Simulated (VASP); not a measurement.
Input of a VASP 6.6.1 run:

The input POSCAR:

```
Sb
1.0
   -1.5948718800      1.5512544700      2.7276667100
    1.5472171300     -1.5649253900      2.7079107700
    1.6154168300      1.5854703400     -2.7356140700
Sb
1
Direct
    0.0000000000      0.0000000000      0.0000000000
```

The input INCAR.step1:

```
SYSTEM = Sb
PREC     = Accurate       ! precision mode
ENCUT    = 520            ! plane-wave cutoff, eV
EDIFF    = 1E-5           ! SCF threshold, eV
ISMEAR   = -1             ! smearing method
SIGMA    = 0.05           ! smearing width, eV
LREAL    = .FALSE.        ! projectors in reciprocal space
LASPH    = .TRUE.         ! aspherical terms in the spheres
NELM     = 60             ! most SCF steps
ALGO     = Normal         ! electronic algorithm
ISIF     = 2              ! what is computed and relaxed
LWAVE    = .TRUE.         ! write WAVECAR
NBANDS   = 8              ! bands
GGA      = PE             ! functional
```

File INCAR.step2:

```
SYSTEM = Sb
PREC     = Accurate       ! precision mode
ENCUT    = 520            ! plane-wave cutoff, eV
EDIFF    = 1E-6           ! SCF threshold, eV
ISMEAR   = -1             ! smearing method
SIGMA    = 0.05           ! smearing width, eV
LREAL    = .FALSE.        ! projectors in reciprocal space
LASPH    = .TRUE.         ! aspherical terms in the spheres
NELM     = 60             ! most SCF steps
ALGO     = Normal         ! electronic algorithm
ISIF     = 2              ! what is computed and relaxed
LWAVE    = .FALSE.        ! write WAVECAR
LCHARG   = .TRUE.         ! write CHGCAR
GGA      = PE             ! functional
LHFCALC  = .TRUE.         ! exact exchange
AEXX     = 0.25           ! exact-exchange fraction
HFSCREEN = 0.3            ! screening, 1/A
PRECFOCK = Normal       
LELF     = .TRUE.         ! ELF
LVHAR    = .TRUE.       
NBANDS   = 8              ! bands
ISTART   = 1
```

Contents of KPOINTS:

```
regular mesh
0
G
  5 5 6
  0 0 0
```

Potentials or basis: VASP PAW PBE potentials, release 64 (Sb).

Command:

```sh
$ cat potpaw_PBE.64/Sb/POTCAR > POTCAR
$ cp INCAR.step1 INCAR
$ mpirun -np 1 vasp_std > vasp.out
$ cp INCAR.step2 INCAR
$ mpirun -np 1 vasp_std > vasp.out
```

(1) What does it give for the pressure?

## Answers

(1) -0.9 GPa.

Caveat: the k points lie up to 0.47 Å⁻¹ apart; the PAW data sets were made with another functional, which shifts forces and pressure a little.
